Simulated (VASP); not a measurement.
# La2O3 in VASP: notebook

The runs below take La2O3 through single point, relaxation of cell and atoms, with PBE.

All numbers are computed with VASP 6.6.1; they aren't measurements. Logs are shortened: lines on timing, memory, paths and dates and some standing lists are left out, and cuts for length are marked.

## Step 1: The cell of the first run

The typed cell holds 10 atoms: a = 3.286 Å, b = 6.379 Å, c = 11.041 Å, α = 89.91°, β = 90.08°, γ = 90.07°.

## Step 2: Single point, PBE

The input, INCAR:

```
SYSTEM = La2O3
PREC     = Accurate       ! precision mode
ENCUT    = 520            ! plane-wave cutoff, eV
EDIFF    = 1E-6           ! SCF threshold, eV
ISMEAR   = 0              ! smearing method
SIGMA    = 0.1            ! smearing width, eV
LREAL    = .False.        ! projectors in reciprocal space
LASPH    = .True.         ! aspherical terms in the spheres
NELM     = 60             ! most SCF steps
ALGO     = Normal         ! electronic algorithm
ISIF     = 2              ! what is computed and relaxed
LWAVE    = .False.        ! write WAVECAR
LCHARG   = .False.        ! write CHGCAR
GGA      = PE             ! functional
NBANDS   = 51             ! bands
```

The input, KPOINTS:

```
Automatic mesh
0
Gamma
  4 2 2
  0 0 0
```

The input, POSCAR:

```
La2O3
1.0
    0.0009651116      0.0029260936     -3.2860255180
    3.1851228762     -5.5270928850      0.0040350382
   -9.5569473123     -5.5281500402      0.0079179630
La O
4 6
Direct
    0.4997418329      0.5007533002      0.8333652708
    0.5004954862     -0.0011177431      0.3332169772
    0.4988306712      0.0010891626      0.6667076690
    0.5010951814      0.4992635589      0.1667285568
    0.9990629344      0.7512183916      0.7504334570
    0.0008626737      0.2489442149      0.2498003229
    1.0002904837      0.4999332157      0.9999256061
    0.9996378561      0.9997632822      0.5000147778
    0.9991470517      0.2511854655      0.7497156584
    1.0008358286      0.7489671515      0.2500917042
```

Potentials or basis: VASP PAW PBE potentials, release 64 (La, O).

Run with:

```sh
$ cat potpaw_PBE.64/La/POTCAR potpaw_PBE.64/O/POTCAR > POTCAR
$ mpirun -np 1 vasp_std > vasp.out
```

OUTCAR:

```text
SYSTEM = La2O3
   PREC = Accurate
   ENCUT = 520
   EDIFF = 1E-6
   ISMEAR = 0
   LREAL = .False.
   LASPH = .True.
   NELM = 60
   ISIF = 2
   GGA = PE

 ion  position               nearest neighbor table
   1  0.500  0.501  0.833-   5 2.47   7 2.47   7 2.47   9 2.47   5 2.47   9 2.47   4 3.68   3 3.68
                             3 3.68
   2  0.500  0.999  0.333-   8 2.46  10 2.46   6 2.47   6 2.47  10 2.47   8 2.47   4 3.68   4 3.68
                             3 3.68
   3  0.499  0.001  0.667-   8 2.46   9 2.47   5 2.47   5 2.47   9 2.47   8 2.47   1 3.68   2 3.68
                             1 3.68
   4  0.501  0.499  0.167-  10 2.46   6 2.47   6 2.47   7 2.47   7 2.47  10 2.47   1 3.68   2 3.68
                             2 3.68
   5  0.999  0.751  0.750-   1 2.47   3 2.47   3 2.47   1 2.47
   6  0.001  0.249  0.250-   4 2.47   2 2.47   4 2.47   2 2.47
   7  0.000  0.500  1.000-   1 2.47   1 2.47   4 2.47   4 2.47
   8  1.000  1.000  0.500-   3 2.46   2 2.46   3 2.47   2 2.47
   9  0.999  0.251  0.750-   3 2.47   1 2.47   1 2.47   3 2.47
  10  0.001  0.749  0.250-   2 2.46   4 2.46   4 2.47   2 2.47

  LATTYP: Found a triclinic cell.
 ALAT       =     6.3791676399
 B/A-ratio  =     2.6427593026
 C/A-ratio  =     0.5151184524
 COS(alpha) =     0.0000234310
 COS(beta)  =     0.0012574126
 COS(gamma) =     0.7557193552

  Lattice vectors:

 A1 = (   3.1851228762,  -5.5270928850,   0.0040350382)
 A2 = (  15.9271930647,  -5.5260357298,   0.0001521134)
 A3 = (  -0.0009651116,  -0.0029260936,   3.2860255180)

Analysis of symmetry for initial positions (statically):
=====================================================================
 Subroutine PRICEL returns:
 Original cell was already a primitive cell.

 Routine SETGRP: Setting up the symmetry group for a
 triclinic supercell.

 Subroutine GETGRP returns: Found  1 space group operations
 (whereof  1 operations were pure point group operations)
 out of a pool of  2 trial point group operations.

The static configuration has the point symmetry C_1 .

Analysis of symmetry for dynamics (positions and initial velocities):
=====================================================================
 Subroutine PRICEL returns:
 Original cell was already a primitive cell.

 Routine SETGRP: Setting up the symmetry group for a
 triclinic supercell.

 Subroutine GETGRP returns: Found  1 space group operations
 (whereof  1 operations were pure point group operations)
 out of a pool of  2 trial point group operations.

The dynamic configuration has the point symmetry C_1 .

 Subroutine INISYM returns: Found  1 space group operations
 (whereof  1 operations are pure point group operations),
 and found     1 'primitive' translations

----------------------------------------------------------------------------------------

                                     Primitive cell

  volume of cell :     231.4345

  direct lattice vectors                    reciprocal lattice vectors
     0.000965112  0.002926094 -3.286025518    -0.000092713 -0.000275596 -0.304319273
     3.185122876 -5.527092885  0.004035038     0.078491411 -0.135694409 -0.000097778
    -9.556947312 -5.528150040  0.007917963    -0.078476450 -0.045224026 -0.000063319

  length of vectors
     3.286026963  6.379167640 11.040640719     0.304319412  0.156760594  0.090574664

  position of ions in fractional coordinates (direct lattice)
     0.499741833  0.500753300  0.833365271
     0.500495486  0.998882257  0.333216977
     0.498830671  0.001089163  0.666707669
     0.501095181  0.499263559  0.166728557
     0.999062934  0.751218392  0.750433457
     0.000862674  0.248944215  0.249800323
     0.000290484  0.499933216  0.999925606
     0.999637856  0.999763282  0.500014778
     0.999147052  0.251185466  0.749715658
     0.000835829  0.748967151  0.250091704

  ion indices of the primitive-cell ions
   primitive index   ion index
                 1           1
                 2           2
                 3           3
                 4           4
                 5           5
                 6           6
                 7           7
                 8           8
                 9           9
                10          10

----------------------------------------------------------------------------------------

 KPOINTS: Automatic mesh

Automatic generation of k-mesh.
 Grid dimensions read from file:
 generate k-points for:    4    2    2

 Generating k-lattice:

  Cartesian coordinates                     Fractional coordinates (reciprocal lattice)
    -0.000023178 -0.000068899 -0.076079818     0.250000000  0.000000000 -0.000000000
     0.039245706 -0.067847205 -0.000048889    -0.000000000  0.500000000 -0.000000000
    -0.039238225 -0.022612013 -0.000031660    -0.000000000 -0.000000000  0.500000000

  Length of vectors
     0.076079853  0.078380297  0.045287332

  Shift w.r.t. Gamma in fractional coordinates (k-lattice)
     0.000000000  0.000000000  0.000000000

 Subroutine IBZKPT returns following result:
 ===========================================

 Found     12 irreducible k-points:

 Following reciprocal coordinates:
            Coordinates               Weight
  0.000000  0.000000  0.000000      1.000000
  0.250000  0.000000 -0.000000      2.000000
  0.500000  0.000000 -0.000000      1.000000
  0.000000  0.500000 -0.000000      1.000000
  0.250000  0.500000  0.000000      2.000000
  0.500000  0.500000  0.000000      1.000000
  0.000000 -0.000000  0.500000      1.000000
  0.250000 -0.000000  0.500000      2.000000
  0.500000 -0.000000  0.500000      1.000000
  0.000000  0.500000  0.500000      1.000000
  0.250000  0.500000  0.500000      2.000000
  0.500000  0.500000  0.500000      1.000000
   k-points           NKPTS =     12   k-points in BZ     NKDIM =     12   number of bands    NBANDS=     51
   number of dos      NEDOS =    301   number of ions     NIONS =     10
   total plane-waves  NPLWV =  96768
   dimension x,y,z NGX =    24 NGY =   48 NGZ =   84
   dimension x,y,z NGXF=    48 NGYF=   96 NGZF=  168
   ions per type =               4   6
   NGX,Y,Z   is equivalent  to a cutoff of  12.14, 12.51, 12.65 a.u.
   NGXF,Y,Z  is equivalent  to a cutoff of  24.28, 25.02, 25.30 a.u.
 SYSTEM =  La2O3
   PREC   = accura    normal or accurate (medium, high low for compatibility)
   ISTART =      0    job   : 0-new  1-cont  2-samecut
   ICHARG =      2    charge: 1-file 2-atom 10-const
   ISPIN  =      1    spin polarized calculation?
   LNONCOLLINEAR =      F non collinear calculations
   LSORBIT =      F    spin-orbit coupling
   LASPH  =      T    aspherical Exc in radial PAW
   ENCUT  =  520.0 eV  38.22 Ry    6.18 a.u.   6.11 11.86 20.53*2*pi/ulx,y,z
   NELM   =     60;   NELMIN=  2; NELMDL= -5     # of ELM steps
   EDIFF  = 0.1E-05   stopping-criterion for ELM
   LREAL  =      F    real-space projection
[... 7 lines left out ...]
   TEBEG  =    0.0;   TEEND  =   0.0 temperature during run
   PSTRESS=    0.0 pullay stress
   NELECT =      80.0000    total number of electrons
   NUPDOWN=      -1.0000    fix difference up-down
   EMIN   =  10.00;   EMAX   =-10.00  energy-range for DOS
   EFERMI =   0.00;   METHOD = LEGACY
   ISMEAR =     0;   SIGMA  =   0.10  broadening in eV -4-tet -1-fermi 0-gaus
   EFERMI_NEDOS =   21; number of points for ismear=-14 and -15
   IALGO  =     38    algorithm
   IMIX   =      4    mixing-type and parameters
     AMIX     =   0.40;   BMIX     =  1.00
     AMIX_MAG =   1.60;   BMIX_MAG =  1.00
  volume/ion in A,a.u.               =      23.14       156.18
  Fermi-wavevector in a.u.,A,eV,Ry     =   1.148935  2.171172 17.960394  1.320052
  Thomas-Fermi vector in A             =   2.285607
   LORBIT       =      0    0 simple, 1 ext, 2 COOP (PROOUT), +10 PAW based schemes
   GGA     = PE    functional components
   LHFCALC =     F    Hartree Fock is set to
   AEXX    =    0.0000 exact exchange contribution
   IVDW    =     0    specifies the selected vdW correction
   LEPSILON=     F    determine dielectric tensor
   LRPA    =     F    only Hartree local field effects (RPA)
 non-spin polarized calculation
 Gauss-broadening in eV      SIGMA  =   0.10
  energy-cutoff  :      520.00
  volume of cell :      231.43
 maximum number of plane-waves:      6258
   NGX = 13   NGY = 23   NGZ = 41

 number of electron      79.9999987 magnetization

 Free energy of the ion-electron system (eV)
  ---------------------------------------------------
  ext. energy  EPLUGINS =         0.00000000
  ---------------------------------------------------
  free energy    TOTEN  =       -81.55018447 eV

  energy without entropy =      -81.55018447  energy(sigma->0) =      -81.55018447

 E-fermi :   3.5557     XC(G=0):  -8.1994

 val. band max:        3.0841858127   @ k =   0.5000   0.0000  -0.0000
 cond. band min:       4.7215767657   @ k =   0.0000   0.0000   0.0000
 fundamental gap:      1.6373909530
 Fermi energy:         3.5556585809

 k-point     1 :       0.0000    0.0000    0.0000
  band No.  band energies     occupation
      1     -27.4702      2.00000
      2     -27.4081      2.00000
      3     -27.3464      2.00000
      4     -27.2818      2.00000
      5     -14.2749      2.00000
      6     -14.2589      2.00000
[... 43 lines left out ...]
     50       7.8487      0.00000
     51       7.8567      0.00000

 k-point     2 :       0.2500    0.0000   -0.0000
  band No.  band energies     occupation
      1     -27.3077      2.00000
      2     -27.2529      2.00000
      3     -27.1992      2.00000
      4     -27.1427      2.00000
      5     -13.9589      2.00000
      6     -13.8482      2.00000
[... 532 lines left out ...]
 k-point    12 :       0.5000    0.5000    0.5000
  band No.  band energies     occupation
      1     -27.0898      2.00000
      2     -27.0887      2.00000
      3     -27.0434      2.00000
      4     -27.0414      2.00000
      5     -14.5361      2.00000
      6     -14.5334      2.00000
[... 43 lines left out ...]
     50       7.6094      0.00000
     51       7.6423      0.00000

------------------------ aborting loop because EDIFF is reached ----------------------------------------

  FORCE on cell =-STRESS in cart. coord.  units (eV):
  Direction    XX          YY          ZZ          XY          YZ          ZX
  --------------------------------------------------------------------------------------
  -------------------------------------------------------------------------------------
  Total       -0.4014044     -0.4715072     -0.3837076     -0.0251700      0.0406529      0.0135261
  in kB       -2.7788470     -3.2641556     -2.6563357     -0.1742470      0.2814322      0.0936384
  external PRESSURE =      -2.8997794 kB  Pullay stress =       0.0000000 kB

 VOLUME and BASIS-vectors are now :
 -----------------------------------------------------------------------------
  energy-cutoff  :      520.00
  volume of cell :      231.43
      direct lattice vectors                 reciprocal lattice vectors
     0.000965112  0.002926094 -3.286025518    -0.000092713 -0.000275596 -0.304319273
     3.185122876 -5.527092885  0.004035038     0.078491411 -0.135694409 -0.000097778
    -9.556947312 -5.528150040  0.007917963    -0.078476450 -0.045224026 -0.000063319

 POSITION                                       TOTAL-FORCE (eV/Angst)
 -----------------------------------------------------------------------------------
     -6.36898     -7.37322     -1.63355         0.010878      0.004568      0.002012
     -0.00249     -7.36152     -1.63797        -0.009201     -0.006094     -0.000174
     -6.36774     -3.69022     -1.63389        -0.007450     -0.004132     -0.001725
     -0.00272     -3.67971     -1.64328         0.007088      0.005074      0.001576
     -4.77817     -8.29764     -3.27397         0.006720      0.002415     -0.002042
     -1.59441     -2.75687      0.00015         0.000491     -0.000772      0.001276
     -7.96389     -8.29092      0.00898        -0.015434     -0.007349      0.000024
     -1.59328     -8.28702     -3.27684         0.009913      0.003560     -0.000695
     -6.36397     -5.52994     -3.27627        -0.000989      0.003792     -0.001340
     -0.00456     -5.52215      0.00226        -0.002017     -0.001063      0.001087
 -----------------------------------------------------------------------------------
    total drift:                               -0.000192      0.000115     -0.000353

  FREE ENERGIE OF THE ION-ELECTRON SYSTEM (eV)
  ---------------------------------------------------
  free  energy   TOTEN  =       -81.5501844704 eV

  energy  without entropy=      -81.5501844704  energy(sigma->0) =      -81.55018447
```

Wall time 2.5 min (1 thread of Intel Xeon 6975P-C (Granite Rapids), shared host); peak memory 0.35 GiB.

Results:

```
Free energy            : -81.5502 eV
Pressure               : -0.3 GPa
Largest force          : 0.017 eV/Å
Band gap on the k mesh : 1.64 eV
```

Forces on the atoms (eV/Å):
```
La   0.011  0.005  0.002
La  -0.009 -0.006  0.000
La  -0.007 -0.004 -0.002
La   0.007  0.005  0.002
O    0.007  0.002 -0.002
O    0.000 -0.001  0.001
O   -0.015 -0.007  0.000
O    0.010  0.004 -0.001
O   -0.001  0.004 -0.001
O   -0.002 -0.001  0.001
```

Caveat: the k points lie up to 0.49 Å⁻¹ apart; spin-orbit coupling is left out, which moves the levels of the heavy elements.

## Step 3: Relaxation of cell and atoms, PBE

This run uses another cell than the first one: it holds 5 atoms, not 10.

The input, INCAR:

```
PREC = Accurate ; ENCUT = 600
EDIFF = 1E-6 ; ISMEAR = 0
SIGMA = 0.02 ; LREAL = False
LASPH = True ; NELM = 60
ALGO = Normal ; ISIF = 3
LWAVE = False ; LCHARG = False
GGA = PE ; IBRION = 2
NSW = 100 ; EDIFFG = -0.01
```

The input, KPOINTS:

```
Automatic mesh
0
Gamma
  6 6 8
```

The input, POSCAR:

```
La2O3
1.0
    6.2667802800      0.0000000000      0.0000000000
   -3.1333901400      5.4271909200      0.0000000000
    0.0000000000      0.0000000000      3.2997660600
La O
2 3
Direct
    0.3333333300      0.6666666700      0.5000000000
    0.6666666700      0.3333333300      0.5000000000
    0.4919859900      0.4919859900      0.0000000000
    0.0000000000      0.5080140100      0.0000000000
    0.5080140100      0.0000000000      0.0000000000
```

Potentials or basis: VASP PAW PBE potentials, release 64 (La, O).

Run with:

```sh
$ cat potpaw_PBE.64/La/POTCAR potpaw_PBE.64/O/POTCAR > POTCAR
$ mpirun -np 1 vasp_std > vasp.out
```

It took 11 min on 1 thread of Intel Xeon 6975P-C (Granite Rapids), shared host; peak memory 0.35 GiB.

Results (log left out):

```
Free energy                           : -40.7839 eV
Relaxed volume                        : 23.04 Å³/atom
Relaxed cell                          : a = 6.364 Å, b = 6.364 Å, c = 3.284 Å, α = 90.00°, β = 90.00°, γ = 120.00°
Space group after relaxing (to 0.1 Å) : P6/mmm (No. 191)
Energy gained by relaxing             : 6.3 meV/atom
Ionic steps                           : 13
Pressure after relaxing               : 0.0 GPa
Band gap on the k mesh                : 1.62 eV (least direct gap 2.07 eV)
```

Step by step:
```
step  energy change (eV)  largest force (eV/Å)  pressure (GPa)  volume (Å³)
   1              0.0000                0.0469            1.78       112.23
   2             -0.0221                0.0630           -1.06       116.32
   3             -0.0241                0.0596           -0.45       115.39
   4             -0.0267                0.0557            0.23       115.03
   5             -0.0276                0.0569            0.00       115.15
   6             -0.0280                0.0543            0.02       115.13
   7             -0.0292                0.0422            0.06       115.08
   8             -0.0307                0.0254            0.15       114.98
   9             -0.0310                0.0113            0.29       114.77
  10             -0.0313                0.0028            0.24       114.85
  11             -0.0315                0.0011           -0.10       115.27
  12             -0.0316                0.0003           -0.01       115.16
  13             -0.0316                0.0003            0.01       115.18
```

Final structure:
```
La O
1.0
     6.36372    0.00000    0.00000
    -3.18186    5.51114    0.00000
     0.00000    0.00000    3.28423
La O
2 3
Direct
  0.33333 0.66667 0.50000
  0.66667 0.33333 0.50000
  0.50004 0.50004 0.00000
  0.00000 0.49996 0.00000
  0.49996 0.00000 0.00000
```

Levels at points of the mesh, in eV from the valence-band top:
```tsv
k point	band 17	band 18	band 19	band 20	band 21	band 22	band 23	band 24
(0.00, 0.00, 0.00)	-0.96	-0.96	-0.65	-0.45	1.62	3.50	4.00	4.00
(0.50, 0.00, 0.00)	-1.54	-1.12	-1.03	-0.90	2.71	3.50	4.23	4.33
(0.00, 0.00, 0.50)	-1.11	-1.11	-0.27	0.00	4.28	4.33	4.37	4.43
(0.50, 0.00, 0.50)	-1.56	-1.28	-0.63	-0.61	4.34	4.39	4.41	4.41
```

Caveat: spin-orbit coupling is left out, which moves the levels of the heavy elements. A k mesh can miss the band edges.
